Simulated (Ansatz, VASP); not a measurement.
# Two plane-wave programs on Zr3S2

```
CELL_PARAMETERS angstrom
3.45633 -0.11895 0.50633
-1.42970 5.98995 -0.70779
0.87567 -3.36866 5.12503
ATOMIC_POSITIONS crystal
Zr 0.02814 0.32738 0.37132
Zr 0.37234 0.67747 0.02125
Zr 0.71654 0.02755 0.67119
S 0.04512 0.85330 0.84542
S 0.69956 0.50164 0.19708
```

Alike in both runs: functional PBE; k mesh 4 × 4 × 4; occupations gaussian, width 0.1 eV; no spin polarisation.

Ansatz relaxed the structure, and its values are those at the end. VASP's run is a single point on that final structure, the one shown.

```csv
,VASP,Ansatz
version,VASP 6.6.1,Ansatz 0.2.0
potentials or method,"VASP PAW PBE potentials, release 64 (Zr_sv, S), cutoff 520 eV","scalar-relativistic, plane waves, PAW"
valence electrons in the cell,48,48
```

Ansatz gave:

| Quantity | Value |
| --- | --- |
| gap on the k mesh at the Fermi level (eV) | none |
| pressure (GPa) | 0.0 |
| rms of the force components (eV/Å) | 0.003 |

Problem. What did VASP give for the same quantities?

Solution. gap on the k mesh at the Fermi level (eV): none; pressure (GPa): 0.1; rms of the force components (eV/Å): 0.004.

A gap of «none» marks a metal or a gap that the smearing closes. With one functional, cell and mesh, what is left measures potentials, basis and numerics.

The k mesh is coarse, so the values compare programs but aren't converged.
